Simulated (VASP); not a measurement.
**TaCl3F: relaxation of cell and atoms with PBE**

TaCl3F:

```
CELL_PARAMETERS angstrom
4.93637 0.00000 0.00000
0.00000 4.93637 0.00000
0.00000 0.00000 4.93637
ATOMIC_POSITIONS crystal
Ta 0.50000 0.50000 0.50000
Cl 0.50000 0.00000 0.00000
Cl 0.00000 0.50000 0.00000
Cl 0.00000 0.00000 0.50000
F 0.00000 0.00000 0.00000
```

The cell was generated, and may not be a known phase.

```json
{
  "Program": "VASP 6.6.1",
  "Task": "relaxation of cell and atoms",
  "Functional": "PBE",
  "Potentials or basis": "VASP PAW PBE potentials, release 64 (Ta_sv_GW, Cl, F)",
  "Cutoff": "700 eV",
  "k mesh": "3 × 3 × 3",
  "Occupations": "gaussian, width 0.15 eV",
  "Spin": "no spin polarisation",
  "Dipole correction": "no",
  "Further INCAR settings": "ALGO = Normal; EDIFF = 1e-07; IBRION = 2; EDIFFG = -0.08; NSW = 36; ISIF = 3"
}
```

```yaml
Relaxed_volume: 18.52 Å³/atom
Relaxed_cell: a = 4.524 Å, b = 4.524 Å, c = 4.524 Å, α = 90.00°, β = 90.00°, γ = 90.00°
Space_group_after_relaxing_to_0.1_Å: Pm-3m (No. 221)
Energy_gained_by_relaxing: 192.2 meV/atom
Ionic_steps: 3
Pressure_after_relaxing: -0.2 GPa
Band_gap_on_the_k_mesh: zero (an odd number of electrons rules out a gap without spin polarisation)
```

The path:
```
step  energy change (eV)  largest force (eV/Å)  pressure (GPa)  volume (Å³)
   1              0.0000                0.0000           -8.56       120.29
   2             -0.8734                0.0000           -3.75        99.27
   3             -0.9608                0.0000           -0.22        92.60
```

Final structure:
```
Ta Cl F
1.0
     4.52412    0.00000    0.00000
     0.00000    4.52412    0.00000
     0.00000    0.00000    4.52412
Ta Cl F
1 3 1
Cartesian
  2.2621 2.2621 2.2621
  2.2621 0.0000 0.0000
  0.0000 2.2621 0.0000
  0.0000 0.0000 2.2621
  0.0000 0.0000 0.0000
```

Levels at points of the mesh, in eV from the Fermi level:
| k point | band 17 | band 18 | band 19 | band 20 | band 21 | band 22 | band 23 | band 24 |
| --- | --- | --- | --- | --- | --- | --- | --- | --- |
| (0.00, 0.00, 0.00) | -3.34 | -1.00 | -0.74 | -0.74 | -0.26 | -0.26 | 0.18 | 0.18 |

Wall time 5.8 min on 1 thread of AMD EPYC 7571, with other jobs on the host, peak memory 0.33 GiB.

Caveat: the k points lie up to 0.46 Å⁻¹ apart in the final cell, too coarse for converged energies and pressures of a metal; the volume moved by over 15 % at a fixed basis, so the end points are rough; the highest band is partly filled, so the run has too few bands; spin-orbit coupling is left out, which moves the levels of the heavy elements; an odd number of electrons without spin polarisation forces a metal; a magnetic or distorted state may lie lower.
